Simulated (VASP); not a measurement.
Runs of VASP 6.6.1 on Os. The structure is that of space group P6/mmm (No. 191), or close to it. The cells are those of the table. This isn't the form of Os at room conditions, which is hcp.

```csv
cell,gap on the mesh (eV),pressure (GPa)
"a = 4.496, b = 4.496, c = 2.840 Å, angles 90.0, 90.0, 120.0°, 3 atoms",none,(a)
"a = 4.262, b = 4.262, c = 2.692 Å, angles 90.0, 90.0, 120.0°, 3 atoms",none,33.3
"a = 4.383, b = 4.383, c = 2.768 Å, angles 90.0, 90.0, 120.0°, 3 atoms",none,0.0
"a = 4.440, b = 4.440, c = 2.804 Å, angles 90.0, 90.0, 120.0°, 3 atoms",none,-11.5
```

Alike in all rows: task single point; level BLYP; potentials or basis VASP PAW PBE potentials, release 64 (Os_sv_GW); no spin polarisation; k mesh 9 × 9 × 13; cutoff (eV) 560; smearing fermi-dirac 0.1 eV.

Q: Fill in the values left out.

A: (a) -20.6.

Caveats: the PAW data sets were made with another functional, which shifts forces and pressure a little; spin-orbit coupling is left out, which moves the levels of the heavy elements; the cell stands under tension (at least some runs); the stress differs along the axes, from 30 to 35 GPa (at least some runs).

A k mesh can miss the band edges, and the runs leave out spin-orbit coupling on Os.

A gap of «none» marks levels without a gap at the run's occupations.
